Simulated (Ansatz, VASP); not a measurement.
**Two plane-wave programs on Hg**

```
Hg
1.0
    -1.77978    1.77978    1.77978
     1.77978   -1.77978    1.77978
     1.77978    1.77978   -1.77978
Hg
1
Direct
  0.00000 0.00000 0.00000
```

Alike in both runs: functional LDA; k mesh 16 × 16 × 16; occupations fermi-dirac, width 0.1 eV; no spin polarisation.

Ansatz relaxed the structure, and its values are those at the end. VASP's run is a single point on that final structure, the one shown.

|  | VASP | Ansatz |
| --- | --- | --- |
| version | VASP 6.6.1 | Ansatz 0.2.0 |
| potentials or method | VASP PAW LDA potentials, release 64 (Hg) | PAW with Ansatz's default frozen-core files, scalar-relativistic |
| plane-wave cutoff (eV) | 520 | 420 |
| valence electrons in the cell | 12 | 20 |

```csv
,VASP,Ansatz,Ansatz less VASP
pressure (GPa),0.6,0.0,-0.60
```

LDA's correlation is that of Perdew and Zunger in VASP and of Perdew and Wang (1992) in Ansatz. VASP's potentials hold 12 valence electrons a cell and Ansatz's 20, so a difference there can come from the potentials and not from the codes.

Spin-orbit coupling is off throughout.
